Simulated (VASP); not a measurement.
# SnSe2 (P-3m1) in VASP: notebook

The runs below take SnSe2 through single point, with PBE+D3(BJ).

Everything below comes from runs of VASP 6.6.1. Logs are shortened: lines on timing, memory, paths and dates and some standing lists are left out, and cuts for length are marked.

## (1) The cell of the first run

It takes space group P-3m1 (No. 164, trigonal). Conventional cell: a = 3.623 Å, b = 3.623 Å, c = 5.671 Å, α = 90.00°, β = 90.00°, γ = 120.00°. Sn (site symmetry -3m) has 6 Se at 2.58 Å within 3.4 Å. Within 3.4 Å of Se (site symmetry 3m) lie 3 Sn at 2.58 Å and 3 Se at 3.39 Å.

## (2) Single point, PBE+D3(BJ) (21.49 Å³/atom)

Input file INCAR:

```
SYSTEM = SnSe2
PREC = Accurate ; ENCUT = 500
EDIFF = 1E-6 ; ISMEAR = 0
SIGMA = 0.03 ; LREAL = .FALSE.
LASPH = .TRUE. ; NELM = 120
ALGO = Normal ; ISIF = 2
LWAVE = .FALSE. ; LCHARG = .FALSE.
GGA = PE ; IVDW = 12
NBANDS = 20 ; GGA_COMPAT = .FALSE.
```

Input file KPOINTS:

```
Automatic mesh
0
G
  12 12 6
  0 0 0
```

Input file POSCAR:

```
SnSe2
1.0
    3.6232508524      0.0000000000      0.0000000000
   -1.8116254262      3.1378272824      0.0000000000
    0.0000000000      0.0000000000      5.6706159148
Sn Se
1 2
Direct
    0.0000000000      0.0000000000      0.0000000000
    0.3333333333      0.6666666667      0.2651331237
    0.6666666667      0.3333333333      0.7348668763
```

Potentials or basis: VASP PAW PBE potentials, release 64 (Sn_d, Se).

On the command line:

```sh
> cat potpaw_PBE.64/Sn_d/POTCAR potpaw_PBE.64/Se/POTCAR > POTCAR
> mpirun -np 1 vasp_std > vasp.out
```

OUTCAR:

```text
SYSTEM = SnSe2
   PREC = Accurate
   ENCUT = 500
   EDIFF = 1E-6
   ISMEAR = 0
   LREAL = .FALSE.
   LASPH = .TRUE.
   NELM = 120
   ISIF = 2
   GGA = PE
   IVDW = 12
 IVDW          = 12

 ion  position               nearest neighbor table
   1  0.000  0.000  0.000-   2 2.58   3 2.58   2 2.58   3 2.58   3 2.58   2 2.58
   2  0.333  0.667  0.265-   1 2.58   1 2.58   1 2.58
   3  0.667  0.333  0.735-   1 2.58   1 2.58   1 2.58

  LATTYP: Found a hexagonal cell.
 ALAT       =     3.6232508524
 C/A-ratio  =     1.5650630182

  Lattice vectors:

 A1 = (   3.6232508524,   0.0000000000,   0.0000000000)
 A2 = (  -1.8116254262,   3.1378272824,   0.0000000000)
 A3 = (   0.0000000000,   0.0000000000,   5.6706159148)

Analysis of symmetry for initial positions (statically):
=====================================================================
 Subroutine PRICEL returns:
 Original cell was already a primitive cell.

 Routine SETGRP: Setting up the symmetry group for a
 hexagonal supercell.

 Subroutine GETGRP returns: Found 12 space group operations
 (whereof 12 operations were pure point group operations)
 out of a pool of 24 trial point group operations.

The static configuration has the point symmetry D_3d.

Analysis of symmetry for dynamics (positions and initial velocities):
=====================================================================
 Subroutine PRICEL returns:
 Original cell was already a primitive cell.

 Routine SETGRP: Setting up the symmetry group for a
 hexagonal supercell.

 Subroutine GETGRP returns: Found 12 space group operations
 (whereof 12 operations were pure point group operations)
 out of a pool of 24 trial point group operations.

The dynamic configuration has the point symmetry D_3d.

 Subroutine INISYM returns: Found 12 space group operations
 (whereof 12 operations are pure point group operations),
 and found     1 'primitive' translations

----------------------------------------------------------------------------------------

                                     Primitive cell

  volume of cell :      64.4700

  direct lattice vectors                    reciprocal lattice vectors
     3.623250852  0.000000000  0.000000000     0.275995243  0.159345928  0.000000000
    -1.811625426  3.137827282  0.000000000     0.000000000  0.318691856  0.000000000
     0.000000000  0.000000000  5.670615915     0.000000000  0.000000000  0.176347687

  length of vectors
     3.623250852  3.623250852  5.670615915     0.318691856  0.318691856  0.176347687

  position of ions in fractional coordinates (direct lattice)
     0.000000000  0.000000000  0.000000000
     0.333333333  0.666666667  0.265133124
     0.666666667  0.333333333  0.734866876

  ion indices of the primitive-cell ions
   primitive index   ion index
                 1           1
                 2           2
                 3           3

----------------------------------------------------------------------------------------

 KPOINTS: Automatic mesh

Automatic generation of k-mesh.
 Grid dimensions read from file:
 generate k-points for:   12   12    6

 Generating k-lattice:

  Cartesian coordinates                     Fractional coordinates (reciprocal lattice)
     0.022999604  0.013278827  0.000000000     0.083333333  0.000000000  0.000000000
     0.000000000  0.026557655  0.000000000     0.000000000  0.083333333  0.000000000
     0.000000000  0.000000000  0.029391281     0.000000000  0.000000000  0.166666667

  Length of vectors
     0.026557655  0.026557655  0.029391281

  Shift w.r.t. Gamma in fractional coordinates (k-lattice)
     0.000000000  0.000000000  0.000000000

 Subroutine IBZKPT returns following result:
 ===========================================

 Found    100 irreducible k-points:

 Following reciprocal coordinates:
            Coordinates               Weight
  0.000000  0.000000  0.000000      1.000000
  0.083333  0.000000  0.000000      6.000000
  0.166667  0.000000  0.000000      6.000000
  0.250000  0.000000  0.000000      6.000000
  0.333333 -0.000000  0.000000      6.000000
  0.416667  0.000000  0.000000      6.000000
[... 16 lines left out ...]
  0.166667  0.000000  0.166667      6.000000
  0.000000  0.166667  0.166667      6.000000
 [... further k-points ...]
   k-points           NKPTS =    100   k-points in BZ     NKDIM =    100   number of bands    NBANDS=     20
   number of dos      NEDOS =    301   number of ions     NIONS =      3
   total plane-waves  NPLWV =  32928
   dimension x,y,z NGX =    28 NGY =   28 NGZ =   42
   dimension x,y,z NGXF=    56 NGYF=   56 NGZF=   84
   ions per type =               1   2
   NGX,Y,Z   is equivalent  to a cutoff of  12.85, 12.85, 12.31 a.u.
   NGXF,Y,Z  is equivalent  to a cutoff of  25.69, 25.69, 24.63 a.u.
 SYSTEM =  SnSe2
   PREC   = accura    normal or accurate (medium, high low for compatibility)
   ISTART =      0    job   : 0-new  1-cont  2-samecut
   ICHARG =      2    charge: 1-file 2-atom 10-const
   ISPIN  =      1    spin polarized calculation?
   LNONCOLLINEAR =      F non collinear calculations
   LSORBIT =      F    spin-orbit coupling
   LASPH  =      T    aspherical Exc in radial PAW
   ENCUT  =  500.0 eV  36.75 Ry    6.06 a.u.   6.61  6.61 10.34*2*pi/ulx,y,z
   NELM   =    120;   NELMIN=  2; NELMDL= -5     # of ELM steps
   EDIFF  = 0.1E-05   stopping-criterion for ELM
   LREAL  =      F    real-space projection
   EDIFFG = 0.1E-04   stopping-criterion for IOM
   NSW    =      0    number of steps for IOM
   IBRION =     -1    ionic relax: 0-MD 1-quasi-New 2-CG
   NFREE  =      0    steps in history (QN), initial steepest desc. (CG)
   ISIF   =      2    stress and relaxation
   ISYM   =      2    0-nonsym 1-usesym 2-fastsym
   POTIM  = 0.5000    time-step for ionic-motion
   TEBEG  =    0.0;   TEEND  =   0.0 temperature during run
   PSTRESS=    0.0 pullay stress
   NELECT =      26.0000    total number of electrons
   NUPDOWN=      -1.0000    fix difference up-down
   EMIN   =  10.00;   EMAX   =-10.00  energy-range for DOS
   EFERMI =   0.00;   METHOD = LEGACY
   ISMEAR =     0;   SIGMA  =   0.03  broadening in eV -4-tet -1-fermi 0-gaus
   EFERMI_NEDOS =   21; number of points for ismear=-14 and -15
   IALGO  =     38    algorithm
   IMIX   =      4    mixing-type and parameters
     AMIX     =   0.40;   BMIX     =  1.00
     AMIX_MAG =   1.60;   BMIX_MAG =  1.00
  volume/ion in A,a.u.               =      21.49       145.02
  Fermi-wavevector in a.u.,A,eV,Ry     =   1.209521  2.285663 19.904519  1.462941
  Thomas-Fermi vector in A             =   2.345096
   LORBIT       =      0    0 simple, 1 ext, 2 COOP (PROOUT), +10 PAW based schemes
   GGA     = PE    functional components
   LHFCALC =     F    Hartree Fock is set to
   AEXX    =    0.0000 exact exchange contribution
   IVDW    =    12    specifies the selected vdW correction
   LEPSILON=     F    determine dielectric tensor
   LRPA    =     F    only Hartree local field effects (RPA)
 non-spin polarized calculation
 Gauss-broadening in eV      SIGMA  =   0.03
  energy-cutoff  :      500.00
  volume of cell :       64.47
 maximum number of plane-waves:      1677
 NGX is ok and might be reduce to    28
   NGX = 13   NGY = 13   NGZ = 21

 number of electron      26.0000010 magnetization

 Free energy of the ion-electron system (eV)
  ---------------------------------------------------
  ext. energy  EPLUGINS =         0.00000000
  ---------------------------------------------------
  free energy    TOTEN  =       -11.01171294 eV

  energy without entropy =      -11.01171294  energy(sigma->0) =      -11.01171294

 E-fermi :   6.7258     XC(G=0): -10.3760

 val. band max:        6.5772713984   @ k =   0.0833   0.0000   0.0000
 cond. band min:       7.0597612579   @ k =   0.0000   0.4167   0.3333
 fundamental gap:      0.4824898595
 Fermi energy:         6.7258397799

 k-point     1 :       0.0000    0.0000    0.0000
  band No.  band energies     occupation
      1     -15.1930      2.00000
      2     -15.1930      2.00000
      3     -15.1250      2.00000
      4     -15.0990      2.00000
      5     -15.0990      2.00000
      6      -8.8676      2.00000
[... 12 lines left out ...]
     19      15.5529      0.00000
     20      15.5529      0.00000

 k-point     2 :       0.0833    0.0000    0.0000
  band No.  band energies     occupation
      1     -15.1993      2.00000
      2     -15.1886      2.00000
      3     -15.1214      2.00000
      4     -15.1023      2.00000
      5     -15.0984      2.00000
      6      -8.7821      2.00000
[... 12 lines left out ...]
     19      14.8419      0.00000
     20      15.5790      0.00000

 k-point     3 :       0.1667    0.0000    0.0000
  band No.  band energies     occupation
      1     -15.2178      2.00000
      2     -15.1778      2.00000
      3     -15.1156      2.00000
      4     -15.1057      2.00000
      5     -15.0954      2.00000
      6      -8.5286      2.00000
[... 12 lines left out ...]
     19      14.4102      0.00000
     20      15.5787      0.00000

 k-point     4 :       0.2500    0.0000    0.0000
  band No.  band energies     occupation
      1     -15.2449      2.00000
      2     -15.1666      2.00000
      3     -15.1239      2.00000
      4     -15.0921      2.00000
      5     -15.0876      2.00000
      6      -8.1200      2.00000
[... 12 lines left out ...]
     19      14.6057      0.00000
     20      16.0534      0.00000

 k-point     5 :       0.3333   -0.0000    0.0000
  band No.  band energies     occupation
      1     -15.2730      2.00000
      2     -15.1600      2.00000
      3     -15.1334      2.00000
      4     -15.0763      2.00000
      5     -15.0751      2.00000
      6      -7.5894      2.00000
[... 12 lines left out ...]
     19      15.7631      0.00000
     20      16.9372      0.00000
[... 353 lines left out ...]
      6      -8.7126      2.00000
[... 12 lines left out ...]
     19      14.8027      0.00000
     20      15.5938      0.00000

 k-point    22 :       0.0000    0.0833    0.1667
  band No.  band energies     occupation
      1     -15.1993      2.00000
      2     -15.1886      2.00000
      3     -15.1213      2.00000
      4     -15.1023      2.00000
      5     -15.0984      2.00000
      6      -8.7124      2.00000
[... 12 lines left out ...]
     19      14.6797      0.00000
     20      15.1030      0.00000

 k-point    23 :       0.1667    0.0000    0.1667
  band No.  band energies     occupation
      1     -15.2178      2.00000
      2     -15.1778      2.00000
      3     -15.1155      2.00000
      4     -15.1057      2.00000
      5     -15.0954      2.00000
      6      -8.4606      2.00000
[... 12 lines left out ...]
     19      14.8183      0.00000
     20      15.4434      0.00000

 k-point    24 :       0.0000    0.1667    0.1667
  band No.  band energies     occupation
      1     -15.2178      2.00000
      2     -15.1778      2.00000
      3     -15.1157      2.00000
      4     -15.1056      2.00000
      5     -15.0954      2.00000
      6      -8.4590      2.00000
[... 12 lines left out ...]
     19      14.2172      0.00000
     20      15.1921      0.00000

 [... further k-points ...]

------------------------ aborting loop because EDIFF is reached ----------------------------------------

 Edisp (eV)   -1.30528

 E8    (eV) :    -0.5704

  FORCE on cell =-STRESS in cart. coord.  units (eV):
  Direction    XX          YY          ZZ          XY          YZ          ZX
  --------------------------------------------------------------------------------------
  -------------------------------------------------------------------------------------
  Total       7.11376     7.11376     7.21945    -0.00000     0.00000     0.00000
  in kB     176.78783   176.78783   179.41438    -0.00000     0.00000     0.00000
  external pressure =      177.66 kB  Pullay stress =        0.00 kB

 VOLUME and BASIS-vectors are now :
 -----------------------------------------------------------------------------
  energy-cutoff  :      500.00
  volume of cell :       64.47
      direct lattice vectors                 reciprocal lattice vectors
     3.623250852  0.000000000  0.000000000     0.275995243  0.159345928  0.000000000
    -1.811625426  3.137827282  0.000000000     0.000000000  0.318691856  0.000000000
     0.000000000  0.000000000  5.670615915     0.000000000  0.000000000  0.176347687

 POSITION                                       TOTAL-FORCE (eV/Angst)
 -----------------------------------------------------------------------------------
      0.00000      0.00000      0.00000        -0.000000      0.000000      0.000000
     -0.00000      2.09188      1.50347        -0.000000      0.000000      1.814893
      1.81163      1.04594      4.16715         0.000000     -0.000000     -1.814893
 -----------------------------------------------------------------------------------
    total drift:                               -0.000000      0.000000      0.000000

  FREE ENERGIE OF THE ION-ELECTRON SYSTEM (eV)
  ---------------------------------------------------
  free  energy   TOTEN  =       -12.3169957344 eV

  energy  without entropy=      -12.3169957344  energy(sigma->0) =      -12.31699573
```

Wall time 57 s (1 thread of AMD EPYC 9R45 (Zen 5), shared host); peak memory 0.23 GiB.

Results:

* Free energy: -12.3170 eV
* Pressure: 17.8 GPa
* Largest force: 1.815 eV/Å
* Band gap on the k mesh: 0.48 eV (least direct gap 1.59 eV)
* Dispersion energy per atom: -0.435 eV

Forces in eV/Å, atoms in the order of the input:
```
Sn   0.000  0.000  0.000
Se   0.000  0.000  1.815
Se   0.000  0.000 -1.815
```

Caveat: the cell stands under pressure; semilocal functionals underestimate gaps, and a narrow one can read as zero; spin-orbit coupling is left out, which moves the levels of the heavy elements; forces of over 1 eV/Å act on the atoms, so gaps and moduli don't describe the material at rest. A k mesh can miss the band edges.

## (3) Single point, PBE+D3(BJ) (21.49 Å³/atom)

Input file INCAR:

```
SYSTEM = SnSe2
PREC = Accurate
ENCUT = 500
EDIFF = 1E-6
ISMEAR = 0
SIGMA = 0.03
LREAL = .FALSE.
LASPH = .TRUE.
NELM = 120
ALGO = Normal
ISIF = 2
LWAVE = .FALSE.
LCHARG = .FALSE.
GGA = PE
IVDW = 12
NBANDS = 20
GGA_COMPAT = .FALSE.
```

KPOINTS is that of step 2.

Input file POSCAR:

```
SnSe2
1.0
    3.4796723799      0.0000000000      0.0000000000
   -1.7398361900      3.0134846778      0.0000000000
    0.0000000000      0.0000000000      6.1482331280
Sn Se
1 2
Direct
    0.0000000000      0.0000000000      0.0000000000
    0.3333333333      0.6666666667      0.2651331237
    0.6666666667      0.3333333333      0.7348668763
```

Potentials or basis: VASP PAW PBE potentials, release 64 (Sn_d, Se).

On the command line:

```sh
> cat potpaw_PBE.64/Sn_d/POTCAR potpaw_PBE.64/Se/POTCAR > POTCAR
> mpirun -np 1 vasp_std > vasp.out
```

It took 69 s on 1 thread of AMD EPYC 9R45 (Zen 5), shared host; peak memory 0.24 GiB.

The run converged. Its results:

| Quantity | Value |
| --- | --- |
| Free energy | -12.1537 eV |
| Pressure | 17.6 GPa |
| Largest force | 1.025 eV/Å |
| Band gap on the k mesh | 0.11 eV (least direct gap 1.12 eV) |
| Dispersion energy per atom | -0.434 eV |

Forces in eV/Å, atoms in the order of the input:
```
Sn   0.000  0.000  0.000
Se   0.000  0.000  1.025
Se   0.000  0.000 -1.025
```

Stress tensor (GPa, compression positive):
```
21.40  0.00  0.00
 0.00 21.40  0.00
 0.00  0.00  9.98
```

Levels at points of the mesh, in eV from the valence-band top:
| k point | band 9 | band 10 | band 11 | band 12 | band 13 | band 14 | band 15 | band 16 | band 17 | band 18 |
| --- | --- | --- | --- | --- | --- | --- | --- | --- | --- | --- |
| (0.00, 0.00, 0.00) | -1.28 | -0.51 | -0.51 | -0.24 | -0.24 | 1.64 | 3.58 | 5.13 | 5.13 | 7.02 |
| (0.50, 0.00, 0.00) | -5.98 | -4.51 | -2.97 | -2.66 | -0.61 | 1.12 | 3.42 | 4.35 | 5.03 | 5.89 |
| (0.00, 0.00, 0.50) | -4.06 | -0.66 | -0.66 | -0.02 | -0.02 | 3.61 | 3.67 | 4.83 | 4.83 | 7.18 |
| (0.50, 0.00, 0.50) | -6.54 | -3.21 | -2.73 | -1.80 | -1.14 | 0.11 | 2.78 | 4.21 | 4.66 | 6.12 |

Caveat: the stress differs along the axes, from 10 to 21 GPa; semilocal functionals underestimate gaps, and a narrow one can read as zero; spin-orbit coupling is left out, which moves the levels of the heavy elements; forces of over 1 eV/Å act on the atoms, so gaps and moduli don't describe the material at rest. A k mesh can miss the band edges.
